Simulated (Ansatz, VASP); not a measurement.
**Two plane-wave programs on Se**

File INCAR:

```
PREC = Accurate ; ENCUT = 520
EDIFF = 1E-8 ; ISMEAR = -1
SIGMA = 0.03 ; LREAL = False
LASPH = True ; NELM = 80
ALGO = Normal ; ISIF = 2
LWAVE = False ; LCHARG = False
GGA = PS ; LEFG = True
NBANDS = 9
```

File KPOINTS:

```
Automatic mesh
0
Gamma
  12 12 12
```

The input POSCAR:

```
Se
1.0
    2.7869437267      0.0000000000      0.0000000000
    0.0000000000      2.7869437267      0.0000000000
    0.0000000000      0.0000000000      2.7869437267
Se
1
Direct
    0.0000000000      0.0000000000      0.0000000000
```

Input for Ansatz:

```yaml
crystal:
  lattice:
    - [2.7869437267, 0.0, 0.0]
    - [0.0, 2.7869437267, 0.0]
    - [0.0, 0.0, 2.7869437267]
  atoms:
    - { symbol: Se, position: [0.0, 0.0, 0.0] }
kpoints:
  mp_grid: { grid: [12, 12, 12] }
scf:
  occupations: { method: fermi_dirac, width: 0.03 }
hamiltonian:
  xc: pbesol
  pseudopotentials: { kind: paw }
output:
  forces: true
  stress: true
  eigenvalues: true
  efg: { contact_densities: true }
```

Change from the starting cell: volume scaled by 0.975, PAW files.

Alike in both runs: task electric field gradients; functional PBEsol; k mesh 12 × 12 × 12; occupations fermi-dirac, width 0.03 eV; no spin polarisation.

```csv
,VASP,Ansatz
version,VASP 6.6.1,Ansatz 0.2.0
potentials or method,"VASP PAW PBE potentials, release 64 (Se)","PAW with Ansatz's default frozen-core files, scalar-relativistic"
plane-wave cutoff (eV),520,420
valence electrons in the cell,6,16
```

|  | VASP | Ansatz | Ansatz less VASP |
| --- | --- | --- | --- |
| pressure (GPa) | 0.2 | 0.1 | -0.11 |

VASP's potentials were made for PBE, not for PBEsol. With one functional, cell and mesh, what is left measures potentials, basis and numerics. VASP's potentials hold 6 valence electrons a cell and Ansatz's 16, so a difference there can come from the potentials and not from the codes.
